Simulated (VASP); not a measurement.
# Au in VASP: a series of runs

Runs on Au. Level: PBE. Tasks: single point.

Everything below comes from runs of VASP 6.6.1. Logs are shortened: lines on timing, memory, paths and dates and some standing lists are left out, and cuts for length are marked.

**1. The cell of the first run**

The cell holds a wire with vacuum, 4 atoms: a = 11.800 Å, b = 9.300 Å, c = 5.292 Å, α = 90.00°, β = 90.00°, γ = 90.00°.

**2. Single point, PBE, collinear spin, ferromagnetic start**

Contents of INCAR:

```
SYSTEM = Au
PREC     = Accurate       ! precision mode
ENCUT    = 520            ! plane-wave cutoff, eV
EDIFF    = 1E-6           ! SCF threshold, eV
ISMEAR   = 0              ! smearing method
SIGMA    = 0.05           ! smearing width, eV
LREAL    = .FALSE.        ! projectors in reciprocal space
LASPH    = .TRUE.         ! aspherical terms in the spheres
NELM     = 150            ! most SCF steps
ALGO     = Normal         ! electronic algorithm
ISIF     = 2              ! what is computed and relaxed
LWAVE    = .FALSE.        ! write WAVECAR
LCHARG   = .FALSE.        ! write CHGCAR
ISPIN    = 2              ! spin polarisation
MAGMOM   = 0.5 0.5 0.5 0.5 ! initial moments
LORBIT   = 11             ! projections on sites
LMAXMIX  = 4              ! l up to which the mixer works
GGA      = PE             ! functional
NBANDS   = 34             ! bands
```

Contents of KPOINTS:

```
regular mesh
0
G
  1 1 12
  0 0 0
```

Contents of POSCAR:

```
Au
1.0
   11.8000000000      0.0000000000      0.0000000000
    0.0000000000      9.3000000000      0.0000000000
    0.0000000000      0.0000000000      5.2924142070
Au
4
Direct
    0.3822662094      0.5000000000      0.0000000000
    0.3822662094      0.5000000000      0.5000000000
    0.6177337906      0.5000000000      0.0000000000
    0.6177337906      0.5000000000      0.5000000000
```

Potentials or basis: VASP PAW PBE potentials, release 64 (Au).

Command:

```console
$ cat potpaw_PBE.64/Au/POTCAR > POTCAR
$ mpirun -np 1 vasp_std > vasp.out
```

OUTCAR:

```text
SYSTEM = Au
   PREC = Accurate
   ENCUT = 520
   EDIFF = 1E-6
   ISMEAR = 0
   LREAL = .FALSE.
   LASPH = .TRUE.
   NELM = 150
   ISIF = 2
   ISPIN = 2
   LORBIT = 11
   GGA = PE

 ion  position               nearest neighbor table
   1  0.382  0.500  0.000-   2 2.65   2 2.65   3 2.78
   2  0.382  0.500  0.500-   1 2.65   1 2.65   4 2.78
   3  0.618  0.500  0.000-   4 2.65   4 2.65   1 2.78
   4  0.618  0.500  0.500-   3 2.65   3 2.65   2 2.78

  LATTYP: Found a simple orthorhombic cell.
 ALAT       =     5.2924142070
 B/A-ratio  =     1.7572320752
 C/A-ratio  =     2.2296062890

  Lattice vectors:

 A1 = (   0.0000000000,   0.0000000000,  -5.2924142070)
 A2 = (   0.0000000000,   9.3000000000,   0.0000000000)
 A3 = (  11.8000000000,   0.0000000000,   0.0000000000)

Analysis of symmetry for initial positions (statically):
=====================================================================
 Subroutine PRICEL returns following result:

  LATTYP: Found a simple orthorhombic cell.
 ALAT       =     2.6462071035
 B/A-ratio  =     3.5144641505
 C/A-ratio  =     4.4592125780
[... 12 lines left out ...]
 Subroutine GETGRP returns: Found  8 space group operations
 (whereof  8 operations were pure point group operations)
 out of a pool of  8 trial point group operations.

The static configuration has the point symmetry D_2h.

Analysis of symmetry for dynamics (positions and initial velocities):
=====================================================================
 Subroutine PRICEL returns following result:

  LATTYP: Found a simple orthorhombic cell.
 ALAT       =     2.6462071035
 B/A-ratio  =     3.5144641505
 C/A-ratio  =     4.4592125780
[... 12 lines left out ...]
 Subroutine GETGRP returns: Found  8 space group operations
 (whereof  8 operations were pure point group operations)
 out of a pool of  8 trial point group operations.

The dynamic configuration has the point symmetry D_2h.

Analysis of structural, dynamic, and magnetic symmetry:
=====================================================================
 Subroutine PRICEL returns following result:

  LATTYP: Found a simple orthorhombic cell.
 ALAT       =     2.6462071035
 B/A-ratio  =     3.5144641505
 C/A-ratio  =     4.4592125780
[... 12 lines left out ...]
 Subroutine GETGRP returns: Found  8 space group operations
 (whereof  8 operations were pure point group operations)
 out of a pool of  8 trial point group operations.

The overall configuration has the point symmetry D_2h.

 Subroutine INISYM returns: Found  8 space group operations
 (whereof  8 operations are pure point group operations),
 and found     2 'primitive' translations

----------------------------------------------------------------------------------------

                                     Primitive cell

  volume of cell :     290.3948

  direct lattice vectors                    reciprocal lattice vectors
     0.000000000  0.000000000 -2.646207104     0.000000000  0.000000000 -0.377899371
     0.000000000  9.300000000  0.000000000     0.000000000  0.107526882  0.000000000
    11.800000000  0.000000000  0.000000000     0.084745763  0.000000000  0.000000000

  length of vectors
     2.646207104  9.300000000 11.800000000     0.377899371  0.107526882  0.084745763

  position of ions in fractional coordinates (direct lattice)
     0.000000000  0.500000000  0.382266209
     0.000000000  0.500000000  0.617733791

  ion indices of the primitive-cell ions
   primitive index   ion index
                 1           1
                 2           3

----------------------------------------------------------------------------------------

 KPOINTS: regular mesh

Automatic generation of k-mesh.
 Grid dimensions read from file:
 generate k-points for:    1    1   12

 Generating k-lattice:

  Cartesian coordinates                     Fractional coordinates (reciprocal lattice)
     0.084745763  0.000000000  0.000000000     1.000000000  0.000000000  0.000000000
     0.000000000  0.107526882  0.000000000     0.000000000  1.000000000  0.000000000
     0.000000000  0.000000000  0.015745807     0.000000000  0.000000000  0.083333333

  Length of vectors
     0.084745763  0.107526882  0.015745807

  Shift w.r.t. Gamma in fractional coordinates (k-lattice)
     0.000000000  0.000000000  0.000000000

 Subroutine IBZKPT returns following result:
 ===========================================

 Found      7 irreducible k-points:

 Following reciprocal coordinates:
            Coordinates               Weight
  0.000000  0.000000  0.000000      1.000000
  0.000000  0.000000  0.083333      2.000000
  0.000000  0.000000  0.166667      2.000000
  0.000000  0.000000  0.250000      2.000000
  0.000000  0.000000  0.333333      2.000000
  0.000000  0.000000  0.416667      2.000000
  0.000000  0.000000  0.500000      1.000000
   k-points           NKPTS =      7   k-points in BZ     NKDIM =      7   number of bands    NBANDS=     34
   number of dos      NEDOS =    301   number of ions     NIONS =      4
   total plane-waves  NPLWV = 252000
   dimension x,y,z NGX =    90 NGY =   70 NGZ =   40
   dimension x,y,z NGXF=   180 NGYF=  140 NGZF=   80
   ions per type =               4
   NGX,Y,Z   is equivalent  to a cutoff of  12.68, 12.51, 12.56 a.u.
   NGXF,Y,Z  is equivalent  to a cutoff of  25.36, 25.03, 25.13 a.u.
 SYSTEM =  Au
   PREC   = accura    normal or accurate (medium, high low for compatibility)
   ISTART =      0    job   : 0-new  1-cont  2-samecut
   ICHARG =      2    charge: 1-file 2-atom 10-const
   ISPIN  =      2    spin polarized calculation?
   LNONCOLLINEAR =      F non collinear calculations
   LSORBIT =      F    spin-orbit coupling
   LASPH  =      T    aspherical Exc in radial PAW
   ENCUT  =  520.0 eV  38.22 Ry    6.18 a.u.  21.94 17.29  9.84*2*pi/ulx,y,z
   NELM   =    150;   NELMIN=  2; NELMDL= -5     # of ELM steps
   EDIFF  = 0.1E-05   stopping-criterion for ELM
   LREAL  =      F    real-space projection
   EDIFFG = 0.1E-04   stopping-criterion for IOM
   NSW    =      0    number of steps for IOM
   IBRION =     -1    ionic relax: 0-MD 1-quasi-New 2-CG
   NFREE  =      0    steps in history (QN), initial steepest desc. (CG)
   ISIF   =      2    stress and relaxation
   ISYM   =      2    0-nonsym 1-usesym 2-fastsym
   POTIM  = 0.5000    time-step for ionic-motion
   TEBEG  =    0.0;   TEEND  =   0.0 temperature during run
   PSTRESS=    0.0 pullay stress
   NELECT =      44.0000    total number of electrons
   NUPDOWN=      -1.0000    fix difference up-down
   EMIN   =  10.00;   EMAX   =-10.00  energy-range for DOS
   EFERMI =   0.00;   METHOD = LEGACY
   ISMEAR =     0;   SIGMA  =   0.05  broadening in eV -4-tet -1-fermi 0-gaus
   EFERMI_NEDOS =   21; number of points for ismear=-14 and -15
   IALGO  =     38    algorithm
   IMIX   =      4    mixing-type and parameters
     AMIX     =   0.40;   BMIX     =  1.00
     AMIX_MAG =   1.60;   BMIX_MAG =  1.00
  volume/ion in A,a.u.               =     145.20       979.84
  Fermi-wavevector in a.u.,A,eV,Ry     =   0.692712  1.309036  6.528757  0.479850
  Thomas-Fermi vector in A             =   1.774722
   LORBIT       =     11    0 simple, 1 ext, 2 COOP (PROOUT), +10 PAW based schemes
   GGA     = PE    functional components
   LHFCALC =     F    Hartree Fock is set to
   AEXX    =    0.0000 exact exchange contribution
   IVDW    =     0    specifies the selected vdW correction
   LEPSILON=     F    determine dielectric tensor
   LRPA    =     F    only Hartree local field effects (RPA)
 spin polarized calculation
 Gauss-broadening in eV      SIGMA  =   0.05
  energy-cutoff  :      520.00
  volume of cell :      580.79
 maximum number of plane-waves:     15668
 NGX is ok and might be reduce to    90
   NGX = 43   NGY = 35   NGZ = 19

 number of electron      44.0000009 magnetization       0.0000275

 number of electron      44.0000009 magnetization      -0.0000082

 Free energy of the ion-electron system (eV)
  ---------------------------------------------------
  ext. energy  EPLUGINS =         0.00000000
  ---------------------------------------------------
  free energy    TOTEN  =        -8.52828468 eV

  energy without entropy =       -8.52787562  energy(sigma->0) =       -8.52808015

 E-fermi :  -4.0628     XC(G=0):  -2.8590

 val. band max:       -4.1513345551   @ k =   0.0000   0.0000   0.2500
 cond. band min:      -3.9742776421   @ k =   0.0000   0.0000   0.3333
 fundamental gap:      0.1770569130
 Fermi energy:        -4.0628060470

 spin component 1

 k-point     1 :       0.0000    0.0000    0.0000
  band No.  band energies     occupation
      1      -9.4945      1.00000
      2      -9.0769      1.00000
      3      -8.1199      1.00000
      4      -7.7935      1.00000
      5      -7.4178      1.00000
      6      -7.1842      1.00000
[... 248 lines left out ...]
     33       3.4260      0.00000
     34       3.4261      0.00000
 Fermi energy:        -4.0628060470

 spin component 2

 k-point     1 :       0.0000    0.0000    0.0000
  band No.  band energies     occupation
      1      -9.4945      1.00000
      2      -9.0769      1.00000
      3      -8.1199      1.00000
      4      -7.7935      1.00000
      5      -7.4178      1.00000
      6      -7.1842      1.00000
[... 248 lines left out ...]
     33       3.4266      0.00000
     34       3.4266      0.00000

------------------------ aborting loop because EDIFF is reached ----------------------------------------

  FORCE on cell =-STRESS in cart. coord.  units (eV):
  Direction    XX          YY          ZZ          XY          YZ          ZX
  --------------------------------------------------------------------------------------
  -------------------------------------------------------------------------------------
  Total       -3.1639453     -0.0812788     -0.7884302      0.0000000      0.0000000      0.0000000
  in kB       -8.7281211     -0.2242172     -2.1749789      0.0000000      0.0000000      0.0000000
  external PRESSURE =      -3.7091057 kB  Pullay stress =       0.0000000 kB

 VOLUME and BASIS-vectors are now :
 -----------------------------------------------------------------------------
  energy-cutoff  :      520.00
  volume of cell :      580.79
      direct lattice vectors                 reciprocal lattice vectors
    11.800000000  0.000000000  0.000000000     0.084745763  0.000000000  0.000000000
     0.000000000  9.300000000  0.000000000     0.000000000  0.107526882  0.000000000
     0.000000000  0.000000000  5.292414207     0.000000000  0.000000000  0.188949686

 POSITION                                       TOTAL-FORCE (eV/Angst)
 -----------------------------------------------------------------------------------
      4.51074      4.65000      0.00000         0.565112     -0.000000      0.000000
      4.51074      4.65000      2.64621         0.565112      0.000000      0.000000
      7.28926      4.65000      0.00000        -0.565112     -0.000000      0.000000
      7.28926      4.65000      2.64621        -0.565112      0.000000      0.000000
 -----------------------------------------------------------------------------------
    total drift:                                0.000000      0.000000      0.000000

  FREE ENERGIE OF THE ION-ELECTRON SYSTEM (eV)
  ---------------------------------------------------
  free  energy   TOTEN  =        -8.5282846833 eV

  energy  without entropy=       -8.5278756156  energy(sigma->0) =       -8.52808015

 total charge

# of ion       s       p       d       tot
------------------------------------------
    1        0.597   0.133   8.847   9.577
    2        0.597   0.133   8.847   9.577
    3        0.597   0.133   8.847   9.577
    4        0.597   0.133   8.847   9.577
--------------------------------------------------
tot          2.388   0.530  35.387  38.306

 magnetization (x)

# of ion       s       p       d       tot
------------------------------------------
    1       -0.000  -0.000   0.000   0.000
    2       -0.000  -0.000   0.000   0.000
    3       -0.000  -0.000   0.000   0.000
    4       -0.000  -0.000   0.000   0.000
--------------------------------------------------
tot         -0.000  -0.000   0.000   0.000
```

Run time: 3.3 min. Hardware: 1 thread of Intel Xeon 6975P-C (Granite Rapids), shared host; peak memory 0.81 GiB.

Results:

```yaml
Free_energy: -8.5283 eV
Largest_force: 0.565 eV/Å
Band_gap_on_the_k_mesh: 0.18 eV
Net_moment: 0.00 μB per cell
Valence_electrons_inside_the_program's_atomic_spheres: Au 9.58
```

Forces in eV/Å, atoms in the order of the input:
```
Au   0.565  0.000  0.000
Au   0.565  0.000  0.000
Au  -0.565  0.000  0.000
Au  -0.565  0.000  0.000
```

Caveat: spin-orbit coupling is left out, which moves the levels of the heavy elements.

(Part 1 of 2 ends here.)
